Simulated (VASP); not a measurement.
Write the native input for VASP 6.6.1 that does the following.

| Item | Value |
| --- | --- |
| Task | single point |
| Functional | r2SCAN |
| Potentials or basis | VASP PAW PBE potentials, release 64 (Ta_pv) |
| Cutoff | 520 eV |
| k mesh | 20 × 20 × 20 |
| Occupations | gaussian, width 0.15 eV |
| Spin | no spin polarisation |
| Dipole correction | no |
| Further INCAR settings | ALGO = Normal; EDIFF = 1e-06; NBANDS = 12 |

The system is Ta.

```
CELL_PARAMETERS angstrom
-1.60174 1.60174 1.70082
1.60174 -1.60174 1.70082
1.60174 1.60174 -1.70082
ATOMIC_POSITIONS crystal
Ta 0.00000 0.00000 0.00000
```

This cell differs from its parent crystal: strain -0.030 along x and y, +0.030 along z.

The input as run:

POSCAR

```
Ta
1.0
   -1.6017416000      1.6017416000      1.7008184000
    1.6017416000     -1.6017416000      1.7008184000
    1.6017416000      1.6017416000     -1.7008184000
Ta
1
Direct
    0.0000000000      0.0000000000      0.0000000000
```

INCAR.step1

```
PREC = Accurate ; ENCUT = 520
ISMEAR = 0 ; SIGMA = 0.15
LREAL = F ; LASPH = T
NELM = 60 ; NBANDS = 12
GGA = PE ; ALGO = Normal
EDIFF = 1E-4 ; LWAVE = T
LCHARG = F
```

INCAR.step2

```
PREC = Accurate ; ENCUT = 520
EDIFF = 1E-6 ; ISMEAR = 0
SIGMA = 0.15 ; LREAL = F
LASPH = T ; NELM = 60
ALGO = Normal ; ISIF = 2
LWAVE = F ; LCHARG = F
METAGGA = R2SCAN ; LMIXTAU = T
NBANDS = 12 ; ISTART = 1
```

KPOINTS

```
Automatic mesh
0
Gamma
  20 20 20
```

Potentials or basis: VASP PAW PBE potentials, release 64 (Ta_pv).

Command:

```sh
$ cat potpaw_PBE.64/Ta_pv/POTCAR > POTCAR
$ cp INCAR.step1 INCAR
$ mpirun -np 1 vasp_std > vasp.out
$ cp INCAR.step2 INCAR
$ mpirun -np 1 vasp_std > vasp.out
```

It gave:

| Property | Result |
| --- | --- |
| Pressure | 8.4 GPa |

Caveat: the cell differs from its parent crystal (strain -0.030 along x and y, +0.030 along z); the PAW data sets were made with another functional, which shifts forces and pressure a little.

It took 2.2 min on 1 thread of Intel(R) Xeon(R) 6975P-C (Granite Rapids), on a shared host, peak memory 0.25 GiB.
